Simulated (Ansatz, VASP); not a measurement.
**MnS: VASP beside Ansatz**

```
CELL_PARAMETERS angstrom
0.00000 2.80000 2.80000
2.80000 0.00000 2.80000
2.80000 2.80000 0.00000
ATOMIC_POSITIONS crystal
Mn 0.00000 0.00000 0.00000
S 0.75000 0.75000 0.75000
```

Alike in both runs: task single point; functional LDA; k mesh 10 × 10 × 10; occupations gaussian, width 0.05 eV; collinear spin.

|  | VASP | Ansatz |
| --- | --- | --- |
| version | VASP 6.6.1 | Ansatz 0.2.0 |
| potentials or method | VASP PAW LDA potentials, release 64 (Mn_pv, S), cutoff 520 eV | scalar-relativistic, plane waves, PAW |
| valence electrons in the cell | 19 | 21 |

```tsv
	VASP	Ansatz	Ansatz less VASP
gap on the k mesh at the Fermi level (eV)	none	none	-
pressure (GPa)	-6.7	-5.7	+1.06
net moment per atom (μB)	2.33	2.39	+0.056
size of the moment on the site where the two differ most (μB)	4.13	4.04	-0.082
```

LDA's correlation is that of Perdew and Zunger in VASP and of Perdew and Wang (1992) in Ansatz. Site moments also hang on the region over which each program counts them. A gap of «none» marks a metal or a gap that the smearing closes. VASP's potentials hold 19 valence electrons a cell and Ansatz's 21, so a difference there can come from the potentials and not from the codes.
